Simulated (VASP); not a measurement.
Set up this calculation in VASP 6.6.1, as the native input.

* Task: single point
* Functional: r2SCAN
* Potentials or basis: VASP PAW PBE potentials, release 64 (Mg_sv, O)
* Cutoff: 920 eV
* k mesh: 6 × 6 × 6
* Occupations: fermi-dirac, width 0.05 eV
* Spin: no spin polarisation
* Dipole correction: no
* Further INCAR settings: ALGO = Normal; EDIFF = 1e-06; NBANDS = 15

The system is MgO.

```
Mg O
1.0
     0.00000    2.09700    2.09700
     2.09700    0.00000    2.09700
     2.09700    2.09700    0.00000
Mg O
1 1
Direct
  0.00000 0.00000 0.00000
  0.50000 0.50000 0.50000
```

One way to write it, as run:

POSCAR

```
MgO
1.0
    0.0000000000      2.0970013927      2.0970013927
    2.0970013927      0.0000000000      2.0970013927
    2.0970013927      2.0970013927      0.0000000000
Mg O
1 1
Direct
    0.0000000000      0.0000000000      0.0000000000
    0.5000000000      0.5000000000      0.5000000000
```

INCAR.step1

```
SYSTEM = MgO
PREC = Accurate ; ENCUT = 920
ISMEAR = -1 ; SIGMA = 0.05
LREAL = .FALSE. ; LASPH = .TRUE.
NELM = 120 ; NBANDS = 15
GGA = PE ; ALGO = Normal
EDIFF = 1E-5 ; LWAVE = .TRUE.
LCHARG = .FALSE. ; GGA_COMPAT = .FALSE.
```

INCAR.step2

```
SYSTEM = MgO
PREC = Accurate ; ENCUT = 920
EDIFF = 1E-6 ; ISMEAR = -1
SIGMA = 0.05 ; LREAL = .FALSE.
LASPH = .TRUE. ; NELM = 120
ALGO = Normal ; ISIF = 2
LWAVE = .FALSE. ; LCHARG = .FALSE.
METAGGA = R2SCAN ; LMIXTAU = .TRUE.
NBANDS = 15 ; ISTART = 1
GGA_COMPAT = .FALSE.
```

KPOINTS

```
regular mesh
0
G
  6 6 6
  0 0 0
```

Potentials or basis: VASP PAW PBE potentials, release 64 (Mg_sv, O).

Command:

```console
$ cat potpaw_PBE.64/Mg_sv/POTCAR potpaw_PBE.64/O/POTCAR > POTCAR
$ cp INCAR.step1 INCAR
$ mpirun -np 1 vasp_std > vasp.out
$ cp INCAR.step2 INCAR
$ mpirun -np 1 vasp_std > vasp.out
```

Results of the run:

```yaml
Pressure: 1.8 GPa
Band_gap_on_the_k_mesh: 5.78 eV
```

Caveat: the k points lie up to 0.43 Å⁻¹ apart; the PAW data sets were made with another functional, which shifts forces and pressure a little.

Wall time 31 s on 1 thread of AMD EPYC 9R45 96-Core Processor (Zen 5) (shared host), peak memory 0.14 GiB.
